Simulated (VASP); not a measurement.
A run of VASP 6.6.1 is set up as follows.

File INCAR:

```
SYSTEM = KF
  PREC = Accurate
  ENCUT = 520
  EDIFF = 1E-7
  ISMEAR = 0
  SIGMA = 0.05
  LREAL = .FALSE.
  LASPH = .TRUE.
  NELM = 60
  ALGO = Normal
  ISIF = 2
  LWAVE = .FALSE.
  LCHARG = .TRUE.
  GGA = CA
  LELF = .TRUE.
  LVHAR = .TRUE.
  NBANDS = 15
```

File KPOINTS:

```
regular mesh
0
G
  8 8 8
  0 0 0
```

File POSCAR:

```
KF
1.0
    0.0000000000      2.5397383325      2.5397383325
    2.5397383325      0.0000000000      2.5397383325
    2.5397383325      2.5397383325      0.0000000000
K F
1 1
Direct
    0.0000000000      0.0000000000      0.0000000000
    0.5000000000      0.5000000000      0.5000000000
```

Potentials or basis: VASP PAW LDA potentials, release 64 (K_sv, F).

Launch:

```sh
$ cat potpaw_LDA.64/K_sv/POTCAR potpaw_LDA.64/F/POTCAR > POTCAR
$ mpirun -np 1 vasp_std > vasp.out
```

Q: Estimate the band gap on the k mesh.

A: 6.64 eV, direct.

Q: Estimate the pressure.

A: 2.7 GPa.
